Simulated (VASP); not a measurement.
**MnO: relaxation of the atoms with PBE+U**

MnO:

```
Mn O
1.0
     4.45100    2.22550    2.22550
     2.22550    4.45100    2.22550
     2.22550    2.22550    4.45100
Mn O
2 2
Direct
  0.00000 0.00000 0.00000
  0.50000 0.50000 0.50000
  0.25150 0.25080 0.24990
  0.75000 0.75160 0.75010
```

| Quantity | Value |
| --- | --- |
| Program | VASP 6.6.1 |
| Task | relaxation of the atoms |
| Functional | PBE |
| Potentials or basis | VASP PAW PBE potentials, release 64 (Mn_pv, O) |
| Cutoff | 520 eV |
| k mesh | 2 × 2 × 2 |
| Occupations | fermi-dirac, width 0.1 eV |
| Spin | collinear spin, antiferromagnetic start |
| Starting moments | [4.5, -4.5, 0.0, 0.0] μB |
| Hubbard terms | Mn d U = 5.0 eV |
| Dipole correction | no |
| Further INCAR settings | ALGO = Normal; EDIFF = 1e-07; IBRION = 2; EDIFFG = -0.01; NSW = 50 |

```json
{"Energy gained by relaxing": "0.1 meV/atom", "Ionic steps": "4", "Pressure after relaxing": "6.1 GPa", "Largest force after relaxing": "0.004 eV/Å", "Band gap on the k mesh": "1.89 eV", "Net moment": "0.00 μB per cell", "Site moments": "Mn +4.60, -4.60; O +0.00, -0.00 μB", "Valence electrons inside the program's atomic spheres": "Mn 11.35; O 5.03"}
```

Forces on the atoms (eV/Å):
```
Mn   0.000  0.001  0.000
Mn   0.001  0.001  0.000
O   -0.001  0.002  0.002
O    0.000 -0.004 -0.002
```

Stress tensor (GPa, compression positive):
```
 6.15 -4.04 -4.04
-4.04  6.15 -4.04
-4.04 -4.04  6.15
```

The path:
```tsv
step	energy change (eV)	largest force (eV/Å)	pressure (GPa)
1	0.0000	0.0523	6.14
2	-0.0002	0.0294	6.15
3	-0.0004	0.0192	6.15
4	-0.0004	0.0042	6.15
```

Final structure:
```cif
data_structure
_symmetry_space_group_name_H-M 'P 1'
_symmetry_Int_Tables_number 1
_cell_length_a 5.4513
_cell_length_b 5.4513
_cell_length_c 5.4513
_cell_angle_alpha 33.557
_cell_angle_beta 33.557
_cell_angle_gamma 33.557
_cell_volume 44.09
loop_
_atom_site_label
_atom_site_type_symbol
_atom_site_fract_x
_atom_site_fract_y
_atom_site_fract_z
_atom_site_occupancy
Mn1 Mn 0.00038 0.00056 0.00001 1
Mn2 Mn 0.50035 0.50058 0.50002 1
O1 O 0.25055 0.25048 0.24992 1
O2 O 0.75022 0.75077 0.75004 1
```

Levels at points of the mesh, in eV from the valence-band top:
Spin up:
| k point | band 17 | band 18 | band 19 | band 20 | band 21 | band 22 |
| --- | --- | --- | --- | --- | --- | --- |
| (0.00, 0.00, 0.00) | -1.48 | -0.60 | -0.60 | 1.89 | 5.19 | 5.34 |
| (0.50, 0.00, 0.00) | -2.04 | -0.66 | -0.30 | 4.04 | 5.84 | 6.29 |
| (0.00, 0.50, 0.00) | -2.04 | -0.66 | -0.30 | 4.04 | 5.84 | 6.29 |
| (0.00, 0.00, 0.50) | -2.04 | -0.66 | -0.30 | 4.04 | 5.84 | 6.29 |
| (0.50, 0.50, 0.00) | -2.27 | -0.41 | -0.32 | 4.23 | 5.69 | 6.17 |
| (0.50, 0.00, 0.50) | -2.27 | -0.41 | -0.32 | 4.23 | 5.69 | 6.17 |
| (0.00, 0.50, 0.50) | -2.27 | -0.41 | -0.32 | 4.24 | 5.69 | 6.17 |
| (0.50, 0.50, 0.50) | -2.12 | 0.00 | 0.00 | 4.23 | 4.28 | 5.27 |
Spin down:
| k point | band 15 | band 16 | band 17 | band 18 | band 19 | band 20 | band 21 | band 22 | band 23 |
| --- | --- | --- | --- | --- | --- | --- | --- | --- | --- |
| (0.00, 0.00, 0.00) | -1.51 | -1.48 | -1.48 | -0.60 | -0.60 | 1.89 | 5.19 | 5.34 | 5.34 |
| (0.50, 0.00, 0.00) | -2.74 | -2.61 | -2.04 | -0.66 | -0.30 | 4.04 | 5.84 | 6.29 | 6.31 |
| (0.00, 0.50, 0.00) | -2.74 | -2.61 | -2.04 | -0.66 | -0.30 | 4.04 | 5.84 | 6.29 | 6.31 |
| (0.00, 0.00, 0.50) | -2.74 | -2.61 | -2.04 | -0.66 | -0.30 | 4.04 | 5.84 | 6.29 | 6.31 |
| (0.50, 0.50, 0.00) | -2.55 | -2.54 | -2.27 | -0.41 | -0.32 | 4.23 | 5.69 | 6.17 | 6.33 |
| (0.50, 0.00, 0.50) | -2.55 | -2.54 | -2.27 | -0.41 | -0.32 | 4.23 | 5.69 | 6.17 | 6.33 |
| (0.00, 0.50, 0.50) | -2.55 | -2.54 | -2.27 | -0.41 | -0.32 | 4.23 | 5.69 | 6.17 | 6.33 |
| (0.50, 0.50, 0.50) | -2.30 | -2.12 | -2.12 | 0.00 | 0.00 | 4.23 | 4.29 | 5.26 | 5.29 |

Eigenvalues of the final occupation matrices:
```tsv
site	spin	trace	eigenvalues
site 1 d	1	4.78	0.94 0.94 0.94 0.98 0.98
site 1 d	2	0.22	0.02 0.02 0.02 0.08 0.08
site 2 d	1	0.22	0.02 0.02 0.02 0.08 0.08
site 2 d	2	4.78	0.94 0.94 0.94 0.98 0.98
```

It took 3.1 min on 1 thread of Oxide Virtual Turin-like Processor, on a shared host, peak memory 0.27 GiB.

Caveat: the k points lie up to 1.17 Å⁻¹ apart, too coarse for converged energies, forces and pressures. A k mesh can miss the band edges.
